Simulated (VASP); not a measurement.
Here is a VASP 6.6.1 calculation.

INCAR

```
  ALGO = Normal
  EDIFF = 1E-7
  ENCUT = 520
  GGA = PE
  ISIF = 2
  ISMEAR = -1
  LASPH = True
  LCHARG = False
  LREAL = False
  LWAVE = False
  NBANDS = 23
  NELM = 80
  PREC = Accurate
  SIGMA = 0.05
```

File KPOINTS:

```
k-points
0
Gamma
  10 10 7
```

The input POSCAR:

```
NiSb
1.0
    3.9280000000      0.0000000000      0.0000000000
   -1.9640000000      3.4017477861      0.0000000000
    0.0000000000      0.0000000000      5.1200000000
Ni Sb
2 2
Direct
    0.0000000000      0.0000000000      0.0000000000
    0.0000000000      0.0000000000      0.5000000000
    0.3333333333      0.6666666667      0.2500000000
    0.6666666667      0.3333333333      0.7500000000
```

Potentials or basis: VASP PAW PBE potentials, release 64 (Ni, Sb).

Launch:

```bash
$ cat potpaw_PBE.64/Ni/POTCAR potpaw_PBE.64/Sb/POTCAR > POTCAR
$ mpirun -np 1 vasp_std > vasp.out
```

**Question.** What does it give for the pressure?

**Answer.** 3.7 GPa.

**Question.** Predict the band gap on the k mesh.

**Answer.** Zero (bands 15 and 16 overlap by 3.00 eV).

Stress tensor (GPa, compression positive):
```
3.81 0.00 0.00
0.00 3.81 0.00
0.00 0.00 3.53
```

Caveat: the cell stands under pressure; spin-orbit coupling is left out, which moves the levels of the heavy elements. Spin polarisation is off, so any magnetic state and its effect on volume and gap are missing.
